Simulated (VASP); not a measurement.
Crystal: KMgF3.

```
K Mg F
1.0
     3.98024    0.00000    0.00000
     0.00000    3.98024    0.00000
     0.00000    0.00000    3.98024
K Mg F
1 1 3
Direct
  0.50000 0.50000 0.50000
  0.00000 0.00000 0.00000
  0.50000 0.00000 0.00000
  0.00000 0.50000 0.00000
  0.00000 0.00000 0.50000
```

Base run:

- Program: VASP 6.6.1
- Functional: PBEsol
- Potentials or basis: VASP PAW PBE potentials, release 64 (K_sv, Mg, F)
- Cutoff: 520 eV
- k mesh: 4 × 4 × 4
- Occupations: gaussian, width 0.01 eV
- Spin: no spin polarisation

Its results: band gap on the k mesh 7.15 eV, indirect (least direct gap 7.48 eV); pressure 0.2 GPa.

The run is repeated on the same cell with these changes: functional from PBEsol to PBE; k mesh from 4 × 4 × 4 to 6 × 6 × 6. What comes out?

Band gap on the k mesh 7.34 eV, indirect (least direct gap 7.66 eV); pressure 3.7 GPa.

Several settings changed at once, so the effect can't be laid on one alone.

Caveats: the PAW data sets were made with another functional, which shifts forces and pressure a little (some runs).

A k mesh can miss the band edges.
